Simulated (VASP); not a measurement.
Write the native input for VASP 6.6.1 that does the following.

```yaml
Task: single point
Functional: PBE
Potentials_or_basis: VASP PAW PBE potentials, release 64 (Cu, Sn_d)
Cutoff: 520 eV
k_mesh: 3 × 3 × 3
Occupations: gaussian, width 0.1 eV
Spin: no spin polarisation
Dipole_correction: no
Further_INCAR_settings: ALGO = Normal; EDIFF = 1e-07; NBANDS = 38
```

The structure of Cu3Sn2 lies in POSCAR:

```
Cu3Sn2
1.0
    4.3206044846      2.4945021623      1.8609817714
   -4.3206044846      2.4945021623      1.8609817714
    0.0000000000     -4.9890043245      1.8609817714
Cu Sn
3 2
Direct
    0.0000000000      0.5000000000      0.0000000000
    0.0000000000      0.0000000000      0.5000000000
    0.5000000000      0.0000000000      0.0000000000
    0.7487379965      0.7487379965      0.7487379965
    0.2512620035      0.2512620035      0.2512620035
```

The cell was generated, and may not be a known phase.

These files were run (other wordings do the same):

INCAR

```
ALGO     = Normal         # electronic algorithm
EDIFF    = 1E-7           # SCF threshold, eV
ENCUT    = 520            # plane-wave cutoff, eV
GGA      = PE             # functional
ISIF     = 2              # what is computed and relaxed
ISMEAR   = 0              # smearing method
LASPH    = True           # aspherical terms in the spheres
LCHARG   = False          # write CHGCAR
LREAL    = False          # projectors in reciprocal space
LWAVE    = False          # write WAVECAR
NBANDS   = 38             # bands
NELM     = 60             # most SCF steps
PREC     = Accurate       # precision mode
SIGMA    = 0.1            # smearing width, eV
```

KPOINTS

```
k-points
0
Gamma
  3 3 3
```

Potentials or basis: VASP PAW PBE potentials, release 64 (Cu, Sn_d).

Run with:

```bash
$ cat potpaw_PBE.64/Cu/POTCAR potpaw_PBE.64/Sn_d/POTCAR > POTCAR
$ mpirun -np 1 vasp_std > vasp.out
```

It gave:

```yaml
Pressure: 0.0 GPa
Largest_force: 0.014 eV/Å
Band_gap_on_the_k_mesh: zero (an odd number of electrons rules out a gap without spin polarisation)
```

Caveat: the k points lie up to 0.47 Å⁻¹ apart, too coarse for converged energies and pressures of a metal; spin-orbit coupling is left out, which moves the levels of the heavy elements.

Run time: 32 s on 1 thread of Intel(R) Xeon(R) Platinum 8488C (Sapphire Rapids) (shared host), peak memory 0.24 GiB.
